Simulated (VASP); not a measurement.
Input of a VASP 6.6.1 run:

File INCAR:

```
  AGGAC = 1.0
  AGGAX = 1.0
  ALDAC = 0.0
  ALDAX = 1.0
  ALGO = Normal
  EDIFF = 1E-6
  ENCUT = 500
  GGA = B5
  GGA_COMPAT = F
  ISIF = 2
  ISMEAR = -1
  LASPH = T
  LCHARG = T
  LMAXMIX = 4
  LNONCOLLINEAR = T
  LORBIT = 11
  LORBMOM = T
  LREAL = F
  LSORBIT = T
  LVHAR = T
  LWAVE = F
  MAGMOM = 0 0 0
  NBANDS = 24
  NELM = 200
  PREC = Accurate
  SIGMA = 0.1
```

File KPOINTS:

```
k-points
0
Gamma
  11 11 11
```

POSCAR

```
Ta
1.0
   -1.6512800000      1.6512800000      1.6512800000
    1.6512800000     -1.6512800000      1.6512800000
    1.6512800000      1.6512800000     -1.6512800000
Ta
1
Direct
    0.0000000000      0.0000000000      0.0000000000
```

Potentials or basis: VASP PAW PBE potentials, release 64 (Ta_sv_GW).

Command:

```bash
$ cat potpaw_PBE.64/Ta_sv_GW/POTCAR > POTCAR
$ mpirun -np 1 vasp_ncl > vasp.out
```

Problem. What does it give for the pressure?

Solution. 8.6 GPa.

Problem. Estimate the net moment.

Solution. 0.00 μB per cell.

Moments on the atoms (μB; x, y, z):
```
Ta  0.00 0.00 0.00
```

Caveat: the cell stands under pressure; the PAW data sets were made with another functional, which shifts forces and pressure a little.
